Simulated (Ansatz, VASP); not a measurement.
# Ag in VASP and in Ansatz

```
Ag
1.0
    -1.61359    1.61359    1.61359
     1.61359   -1.61359    1.61359
     1.61359    1.61359   -1.61359
Ag
1
Direct
  0.00000 0.00000 0.00000
```

Alike in both runs: task relaxation of cell and atoms; functional PBEsol; k mesh 24 × 24 × 24; occupations gaussian, width 0.1 eV; no spin polarisation.

|  | VASP | Ansatz |
| --- | --- | --- |
| version | VASP 6.6.1 | Ansatz 0.2.0 |
| potentials or method | VASP PAW PBE potentials, release 64 (Ag), cutoff 600 eV | scalar-relativistic, plane waves, PAW |
| valence electrons in the cell | 11 | 19 |

|  | VASP | Ansatz | Ansatz less VASP |
| --- | --- | --- | --- |
| gap on the k mesh at the Fermi level, each at its own relaxed structure (eV) | none | none | - |
| relaxed volume (Å³/atom) | 16.74 | 16.77 | +0.033 |
| relaxed length of the cell vector where the two differ most in proportion (Å) | 2.791 | 2.793 | +0.0018 |

VASP's potentials were made for PBE, not for PBEsol. A gap of «none» marks a metal or a gap that the smearing closes. VASP's potentials hold 11 valence electrons a cell and Ansatz's 19, so a difference there can come from the potentials and not from the codes.
